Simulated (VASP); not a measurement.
A run of VASP 6.6.1:

File INCAR:

```
ALGO = Normal
EDIFF = 1E-6
ENCUT = 520
GGA = PE
ISIF = 2
ISMEAR = 0
ISPIN = 2
LASPH = True
LCHARG = False
LDAU = True
LDAUJ = 0 0
LDAUL = 2 -1
LDAUPRINT = 1
LDAUTYPE = 2
LDAUU = 3.9 0
LMAXMIX = 4
LORBIT = 11
LREAL = False
LWAVE = False
MAGMOM = 4 -4 0 0 0 0
NBANDS = 38
NELM = 150
PREC = Accurate
SIGMA = 0.02
```

The input KPOINTS:

```
k-points
0
Gamma
  12 12 6
```

Contents of POSCAR:

```
MnO2
1.0
    1.4472321903     -0.8355598947      9.2885066657
   -1.4472321903     -0.8355598947      9.2885066657
    0.0000000000     -3.3422395786      9.2885066657
Mn O
2 4
Direct
    0.0000000000      0.0000000000      0.0000000000
    0.0000000000      0.0000000000      0.5000000000
    0.2643644900      0.2643644900      0.8678177550
    0.7356355100      0.7356355100      0.6321822450
    0.2643644900      0.2643644900      0.3678177550
    0.7356355100      0.7356355100      0.1321822450
```

Potentials or basis: VASP PAW PBE potentials, release 64 (Mn_pv, O).

Run with:

```console
$ cat potpaw_PBE.64/Mn_pv/POTCAR potpaw_PBE.64/O/POTCAR > POTCAR
$ mpirun -np 1 vasp_std > vasp.out
```

Hardware: 1 thread of Oxide Virtual Turin-like Processor, with other jobs on the host.

Problem. Estimate the wall time of this run.

Solution. It took 2 h on 1 thread of Oxide Virtual Turin-like Processor, with other jobs on the host, peak memory 1.2 GiB. Counts: scf iterations 17, k points 98.
